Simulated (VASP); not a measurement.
# Nb3Sn (Pm-3n) in VASP: relaxation of cell and atoms with r2SCAN

Aim: the relaxation of cell and atoms of Nb3Sn with r2SCAN.

Everything below comes from runs of VASP 6.6.1. Logs are shortened: lines on timing, memory, paths and dates and some standing lists are left out, and cuts for length are marked.

## 1. The cell of the first run

The structure is cubic, space group Pm-3n (No. 223). Conventional cell: a = 5.314 Å, b = 5.314 Å, c = 5.314 Å, α = 90.00°, β = 90.00°, γ = 90.00°. Within 3.5 Å of Nb (site symmetry -4m2) lie 10 Nb at 2.66 to 3.25 Å and 4 Sn at 2.97 Å. Within 3.9 Å of Sn (site symmetry m-3) lie 12 Nb at 2.97 Å.

## 2. Relaxation of cell and atoms, r2SCAN

POSCAR reads:

```
Nb3Sn
1.0
    5.3144261171      0.0000000000      0.0000000000
    0.0000000000      5.3144261171      0.0000000000
    0.0000000000      0.0000000000      5.3144261171
Nb Sn
6 2
Direct
    0.2500000000      0.0000000000      0.5000000000
    0.5000000000      0.7500000000      0.0000000000
    0.7500000000      0.0000000000      0.5000000000
    0.5000000000      0.2500000000      0.0000000000
    0.0000000000      0.5000000000      0.7500000000
    0.0000000000      0.5000000000      0.2500000000
    0.0000000000      0.0000000000      0.0000000000
    0.5000000000      0.5000000000      0.5000000000
```

INCAR.step1 reads:

```
SYSTEM = Nb3Sn
ALGO = Normal
EDIFF = 1E-4
ENCUT = 600
GGA = PE
ISMEAR = -1
LASPH = .TRUE.
LCHARG = .FALSE.
LREAL = .FALSE.
LWAVE = .TRUE.
NELM = 80
PREC = Accurate
SIGMA = 0.02
```

INCAR.step2 reads:

```
SYSTEM = Nb3Sn
ALGO = Normal
EDIFF = 1E-6
EDIFFG = -0.005
ENCUT = 600
IBRION = 2
ISIF = 3
ISMEAR = -1
ISTART = 1
LASPH = .TRUE.
LCHARG = .FALSE.
LMIXTAU = .TRUE.
LREAL = .FALSE.
LWAVE = .FALSE.
METAGGA = R2SCAN
NELM = 80
NSW = 80
PREC = Accurate
SIGMA = 0.02
```

KPOINTS reads:

```
k-points
0
G
  4 4 4
  0 0 0
```

Potentials or basis: VASP PAW PBE potentials, release 64 (Nb_sv, Sn_d).

Run with:

```console
$ cat potpaw_PBE.64/Nb_sv/POTCAR potpaw_PBE.64/Sn_d/POTCAR > POTCAR
$ cp INCAR.step1 INCAR
$ mpirun -np 1 vasp_std > vasp.out
$ cp INCAR.step2 INCAR
$ mpirun -np 1 vasp_std > vasp.out
```

OUTCAR:

```text
SYSTEM = Nb3Sn
   EDIFF = 1E-6
   EDIFFG = -0.005
   ENCUT = 600
   IBRION = 2
   ISIF = 3
   ISMEAR = -1
   ISTART = 1
   LASPH = .TRUE.
   LREAL = .FALSE.
   METAGGA = R2SCAN
   NELM = 80
   NSW = 80
   PREC = Accurate

 ion  position               nearest neighbor table
   1  0.250  0.000  0.500-   3 2.66   3 2.66   8 2.97   7 2.97   8 2.97   7 2.97
   2  0.500  0.750  0.000-   4 2.66   4 2.66   8 2.97   8 2.97   7 2.97   7 2.97
   3  0.750  0.000  0.500-   1 2.66   1 2.66   8 2.97   7 2.97   8 2.97   7 2.97
   4  0.500  0.250  0.000-   2 2.66   2 2.66   8 2.97   8 2.97   7 2.97   7 2.97
   5  0.000  0.500  0.750-   6 2.66   6 2.66   8 2.97   7 2.97   7 2.97   8 2.97
   6  0.000  0.500  0.250-   5 2.66   5 2.66   8 2.97   7 2.97   7 2.97   8 2.97
   7  0.000  0.000  0.000-   1 2.97   2 2.97   3 2.97   4 2.97   5 2.97   6 2.97   1 2.97   3 2.97
                             5 2.97   6 2.97   2 2.97   4 2.97
   8  0.500  0.500  0.500-   1 2.97   2 2.97   3 2.97   4 2.97   5 2.97   6 2.97   2 2.97   4 2.97
                             1 2.97   3 2.97   5 2.97   6 2.97

  LATTYP: Found a simple cubic cell.
 ALAT       =     5.3144261171

  Lattice vectors:

 A1 = (   5.3144261171,   0.0000000000,   0.0000000000)
 A2 = (   0.0000000000,   5.3144261171,   0.0000000000)
 A3 = (   0.0000000000,   0.0000000000,   5.3144261171)

Analysis of symmetry for initial positions (statically):
=====================================================================
 Subroutine PRICEL returns:
 Original cell was already a primitive cell.

 Routine SETGRP: Setting up the symmetry group for a
 simple cubic supercell.

 Subroutine GETGRP returns: Found 48 space group operations
 (whereof 24 operations were pure point group operations)
 out of a pool of 48 trial point group operations.

The static configuration has the point symmetry T_h .
 The point group associated with its full space group is O_h .

Analysis of symmetry for dynamics (positions and initial velocities):
=====================================================================
 Subroutine PRICEL returns:
 Original cell was already a primitive cell.

 Routine SETGRP: Setting up the symmetry group for a
 simple cubic supercell.

 Subroutine GETGRP returns: Found 48 space group operations
 (whereof 24 operations were pure point group operations)
 out of a pool of 48 trial point group operations.

The dynamic configuration has the point symmetry T_h .
 The point group associated with its full space group is O_h .

 Subroutine INISYM returns: Found 48 space group operations
 (whereof 24 operations are pure point group operations),
 and found     1 'primitive' translations

----------------------------------------------------------------------------------------

                                     Primitive cell

  volume of cell :     150.0960

  direct lattice vectors                    reciprocal lattice vectors
     5.314426117  0.000000000  0.000000000     0.188167072  0.000000000  0.000000000
     0.000000000  5.314426117  0.000000000     0.000000000  0.188167072  0.000000000
     0.000000000  0.000000000  5.314426117     0.000000000  0.000000000  0.188167072

  length of vectors
     5.314426117  5.314426117  5.314426117     0.188167072  0.188167072  0.188167072

  position of ions in fractional coordinates (direct lattice)
     0.250000000  0.000000000  0.500000000
     0.500000000  0.750000000  0.000000000
     0.750000000  0.000000000  0.500000000
     0.500000000  0.250000000  0.000000000
     0.000000000  0.500000000  0.750000000
     0.000000000  0.500000000  0.250000000
     0.000000000  0.000000000  0.000000000
     0.500000000  0.500000000  0.500000000

  ion indices of the primitive-cell ions
   primitive index   ion index
                 1           1
                 2           2
                 3           3
                 4           4
                 5           5
                 6           6
                 7           7
                 8           8

----------------------------------------------------------------------------------------

 KPOINTS: k-points

Automatic generation of k-mesh.
 Grid dimensions read from file:
 generate k-points for:    4    4    4

 Generating k-lattice:

  Cartesian coordinates                     Fractional coordinates (reciprocal lattice)
     0.047041768  0.000000000  0.000000000     0.250000000  0.000000000  0.000000000
     0.000000000  0.047041768  0.000000000     0.000000000  0.250000000  0.000000000
     0.000000000  0.000000000  0.047041768     0.000000000  0.000000000  0.250000000

  Length of vectors
     0.047041768  0.047041768  0.047041768

  Shift w.r.t. Gamma in fractional coordinates (k-lattice)
     0.000000000  0.000000000  0.000000000

 Subroutine IBZKPT returns following result:
 ===========================================

 Found     10 irreducible k-points:

 Following reciprocal coordinates:
            Coordinates               Weight
  0.000000  0.000000  0.000000      1.000000
  0.250000  0.000000  0.000000      6.000000
  0.500000  0.000000  0.000000      3.000000
  0.250000  0.250000  0.000000     12.000000
  0.500000  0.250000  0.000000     12.000000
  0.500000  0.500000  0.000000      3.000000
  0.250000  0.250000  0.250000      8.000000
  0.500000  0.250000  0.250000     12.000000
  0.500000  0.500000  0.250000      6.000000
  0.500000  0.500000  0.500000      1.000000
   k-points           NKPTS =     10   k-points in BZ     NKDIM =     10   number of bands    NBANDS=     63
   number of dos      NEDOS =    301   number of ions     NIONS =      8
   total plane-waves  NPLWV =  74088
   dimension x,y,z NGX =    42 NGY =   42 NGZ =   42
   dimension x,y,z NGXF=    84 NGYF=   84 NGZF=   84
   ions per type =               6   2
   NGX,Y,Z   is equivalent  to a cutoff of  13.14, 13.14, 13.14 a.u.
   NGXF,Y,Z  is equivalent  to a cutoff of  26.28, 26.28, 26.28 a.u.
 SYSTEM =  Nb3Sn
   PREC   = accura    normal or accurate (medium, high low for compatibility)
   ISTART =      1    job   : 0-new  1-cont  2-samecut
   ICHARG =      0    charge: 1-file 2-atom 10-const
   ISPIN  =      1    spin polarized calculation?
   LNONCOLLINEAR =      F non collinear calculations
   LSORBIT =      F    spin-orbit coupling
   LASPH  =      T    aspherical Exc in radial PAW
   ENCUT  =  600.0 eV  44.10 Ry    6.64 a.u.  10.61 10.61 10.61*2*pi/ulx,y,z
   NELM   =     80;   NELMIN=  2; NELMDL=  0     # of ELM steps
   EDIFF  = 0.1E-05   stopping-criterion for ELM
   LREAL  =      F    real-space projection
   EDIFFG = -.5E-02   stopping-criterion for IOM
   NSW    =     80    number of steps for IOM
   IBRION =      2    ionic relax: 0-MD 1-quasi-New 2-CG
   NFREE  =      1    steps in history (QN), initial steepest desc. (CG)
   ISIF   =      3    stress and relaxation
   ISYM   =      2    0-nonsym 1-usesym 2-fastsym
   POTIM  = 0.5000    time-step for ionic-motion
   TEBEG  =    0.0;   TEEND  =   0.0 temperature during run
   PSTRESS=    0.0 pullay stress
   NELECT =     106.0000    total number of electrons
   NUPDOWN=      -1.0000    fix difference up-down
   EMIN   =  10.00;   EMAX   =-10.00  energy-range for DOS
   EFERMI =   0.00;   METHOD = LEGACY
   ISMEAR =    -1;   SIGMA  =   0.02  broadening in eV -4-tet -1-fermi 0-gaus
   EFERMI_NEDOS =   21; number of points for ismear=-14 and -15
   IALGO  =     38    algorithm
   IMIX   =      4    mixing-type and parameters
     AMIX     =   0.40;   BMIX     =  1.00
     AMIX_MAG =   1.60;   BMIX_MAG =  1.00
  volume/ion in A,a.u.               =      18.76       126.61
  Fermi-wavevector in a.u.,A,eV,Ry     =   1.457875  2.754985 28.917832  2.125401
  Thomas-Fermi vector in A             =   2.574626
   LORBIT       =      0    0 simple, 1 ext, 2 COOP (PROOUT), +10 PAW based schemes
   METAGGA = R2SCAN    functional components
   LHFCALC =     F    Hartree Fock is set to
   AEXX    =    0.0000 exact exchange contribution
   IVDW    =     0    specifies the selected vdW correction
   LEPSILON=     F    determine dielectric tensor
   LRPA    =     F    only Hartree local field effects (RPA)
 conjugate gradient relaxation of ions
 non-spin polarized calculation
  energy-cutoff  :      600.00
  volume of cell :      150.10
 maximum number of plane-waves:      5056
   NGX = 21   NGY = 21   NGZ = 21

--------------------------------------- Ionic step        1  -------------------------------------------

 number of electron     106.0000020 magnetization

 Free energy of the ion-electron system (eV)
  ---------------------------------------------------
  ext. energy  EPLUGINS =         0.00000000
  ---------------------------------------------------
  free energy    TOTEN  =      -200.33061826 eV

  energy without entropy =     -200.30685602  energy(sigma->0) =     -200.31873714

------------------------ aborting loop because EDIFF is reached ----------------------------------------

  FORCE on cell =-STRESS in cart. coord.  units (eV):
  Direction    XX          YY          ZZ          XY          YZ          ZX
  --------------------------------------------------------------------------------------
  -------------------------------------------------------------------------------------
  Total       -1.2206247     -1.2206247     -1.2206247     -0.0000000     -0.0000000      0.0000000
  in kB      -13.0293759    -13.0293759    -13.0293759     -0.0000000     -0.0000000      0.0000000
  external PRESSURE =     -13.0293759 kB  Pullay stress =       0.0000000 kB
[... 69 lines left out ...]
  energy  without entropy=     -200.2987603849  energy(sigma->0) =     -200.30954077

--------------------------------------- Ionic step        3  -------------------------------------------

 number of electron     106.0000023 magnetization

 Free energy of the ion-electron system (eV)
  ---------------------------------------------------
  ext. energy  EPLUGINS =         0.00000000
  ---------------------------------------------------
  free energy    TOTEN  =      -200.33559144 eV

  energy without entropy =     -200.31247935  energy(sigma->0) =     -200.32403540

 E-fermi :  11.3336     XC(G=0): -13.4359

 val. band max:       11.2894917675   @ k =   0.2500   0.0000   0.0000
 cond. band min:      11.3367237177   @ k =   0.5000   0.2500   0.2500
 fundamental gap:      0.0472319502
 Fermi energy:        11.3336013311

 k-point     1 :       0.0000    0.0000    0.0000
  band No.  band energies     occupation
      1     -45.1414      2.00000
      2     -45.0636      2.00000
      3     -45.0636      2.00000
      4     -44.8297      2.00000
      5     -44.8297      2.00000
      6     -44.8297      2.00000
[... 684 lines left out ...]
  FREE ENERGIE OF THE ION-ELECTRON SYSTEM (eV)
  ---------------------------------------------------
  free  energy   TOTEN  =      -200.3355914408 eV

  energy  without entropy=     -200.3124793526  energy(sigma->0) =     -200.32403540

 reached required accuracy - stopping structural energy minimisation
```

Wall time 14 min (1 thread of Oxide Virtual Turin-like, shared host); peak memory 0.31 GiB.

What came out:

```yaml
Free_energy: -200.3356 eV
Relaxed_volume: 18.61 Å³/atom
Relaxed_cell: a = 5.300 Å, b = 5.300 Å, c = 5.300 Å, α = 90.00°, β = 90.00°, γ = 90.00°
Space_group_after_relaxing_to_0.1_Å: Pm-3n (No. 223)
Energy_gained_by_relaxing: 0.6 meV/atom
Ionic_steps: 3
Pressure_after_relaxing: 0.0 GPa
Band_gap_on_the_k_mesh: zero (bands 53 and 54 overlap by 0.63 eV)
```

The path:
| step | energy change (eV) | largest force (eV/Å) | pressure (GPa) | volume (Å³) |
| --- | --- | --- | --- | --- |
| 1 | 0.0000 | 0.0000 | -1.30 | 150.10 |
| 2 | 0.0103 | 0.0000 | 2.38 | 146.81 |
| 3 | -0.0050 | 0.0000 | 0.03 | 148.89 |

Final structure:
```
Nb Sn
1.0
     5.30016    0.00000    0.00000
     0.00000    5.30016    0.00000
     0.00000    0.00000    5.30016
Nb Sn
6 2
Direct
  0.25000 0.00000 0.50000
  0.50000 0.75000 0.00000
  0.75000 0.00000 0.50000
  0.50000 0.25000 0.00000
  0.00000 0.50000 0.75000
  0.00000 0.50000 0.25000
  0.00000 0.00000 0.00000
  0.50000 0.50000 0.50000
```

Caveat: the PAW data sets were made with another functional, which shifts forces and pressure a little; spin-orbit coupling is left out, which moves the levels of the heavy elements.
